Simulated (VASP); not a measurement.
## Cr: single point with r2SCAN

Cr:

```
Cr
1.0
    -1.41474    1.41474    1.41474
     1.41474   -1.41474    1.41474
     1.41474    1.41474   -1.41474
Cr
1
Direct
  0.00000 0.00000 0.00000
```

```
Program                : VASP 6.6.1
Task                   : single point
Functional             : r2SCAN
Potentials or basis    : VASP PAW PBE potentials, release 64 (Cr_pv)
Cutoff                 : 520 eV
k mesh                 : 20 × 20 × 20
Occupations            : fermi-dirac, width 0.08 eV
Spin                   : collinear spin, ferromagnetic start
Starting moments       : [2.0] μB
Dipole correction      : no
Further INCAR settings : ALGO = Normal; EDIFF = 1e-07; NBANDS = 16
```

- Pressure: 0.6 GPa
- Band gap on the k mesh: zero (filled and empty bands overlap)
- Net moment: 0.00 μB per cell
- Valence electrons inside the program's atomic spheres: Cr 11.32

Levels at points of the mesh, in eV from the Fermi level:
Spin up:
```tsv
k point	band 2	band 3	band 4	band 5	band 6	band 7	band 8	band 9	band 10	band 11
(0.00, 0.00, 0.00)	-44.31	-44.31	-8.50	-0.99	-0.99	-0.99	1.43	1.43	3.21	23.25
(0.50, 0.00, 0.00)	-44.63	-44.32	-4.77	-2.67	0.99	1.35	1.80	2.97	3.14	10.57
(0.50, 0.50, 0.50)	-45.01	-45.01	-4.54	-4.54	2.56	2.56	2.56	3.14	11.16	11.16
```
Spin down:
| k point | band 3 | band 4 | band 5 | band 6 | band 7 | band 8 | band 9 | band 10 |
| --- | --- | --- | --- | --- | --- | --- | --- | --- |
| (0.00, 0.00, 0.00) | -44.31 | -8.50 | -0.99 | -0.99 | -0.99 | 1.43 | 1.43 | 3.21 |
| (0.50, 0.00, 0.00) | -44.32 | -4.77 | -2.67 | 0.99 | 1.35 | 1.80 | 2.97 | 3.14 |
| (0.50, 0.50, 0.50) | -45.01 | -4.54 | -4.54 | 2.56 | 2.56 | 2.56 | 3.14 | 11.16 |

Wall time 2.8 min on 1 thread of Intel(R) Xeon(R) Platinum 8559C (Emerald Rapids), on a shared host, peak memory 0.18 GiB.

Caveat: the starting moments collapsed, and a magnetic state may lie lower; the PAW data sets were made with another functional, which shifts forces and pressure a little.
